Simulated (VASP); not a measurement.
Write the native input for VASP 6.6.1 that does the following.

```yaml
Task: single point
Functional: BLYP
Potentials_or_basis: VASP PAW PBE potentials, release 64 (Ba_sv)
Cutoff: 520 eV
k_mesh: 10 × 10 × 10
Occupations: fermi-dirac, width 0.1 eV
Spin: no spin polarisation
Dipole_correction: no
Further_INCAR_settings: ALGO = Normal; EDIFF = 1e-07; NBANDS = 11
```

The structure of Ba lies in POSCAR:

```
Ba
1.0
    0.0000000000      3.1381307235      3.1381307235
    3.1381307235      0.0000000000      3.1381307235
    3.1381307235      3.1381307235      0.0000000000
Ba
1
Direct
    0.0000000000      0.0000000000      0.0000000000
```

This cell differs from its parent crystal: volume scaled by 0.92.

The input as run:

INCAR

```
SYSTEM = Ba
AGGAC = 1.0
AGGAX = 1.0
ALDAC = 0.0
ALDAX = 1.0
ALGO = Normal
EDIFF = 1E-7
ENCUT = 520
GGA = B5
ISIF = 2
ISMEAR = -1
LASPH = .TRUE.
LCHARG = .FALSE.
LREAL = .FALSE.
LWAVE = .FALSE.
NBANDS = 11
NELM = 80
PREC = Accurate
SIGMA = 0.1
```

KPOINTS

```
k-points
0
G
  10 10 10
  0 0 0
```

Potentials or basis: VASP PAW PBE potentials, release 64 (Ba_sv).

Command:

```console
$ cat potpaw_PBE.64/Ba_sv/POTCAR > POTCAR
$ mpirun -np 1 vasp_std > vasp.out
```

Results of the run:

```json
{
 "Pressure": "0.8 GPa",
 "Band gap on the k mesh": "zero (band 5 reaches 2.24 eV, above the bottom of band 6 at 2.00 eV)"
}
```

Caveat: the PAW data sets were made with another functional, which shifts forces and pressure a little; spin-orbit coupling is left out, which moves the levels of the heavy elements.

It took 76 s on 1 thread of AMD EPYC 7R43 64-Core Processor (Zen 3) (shared host), peak memory 0.17 GiB.
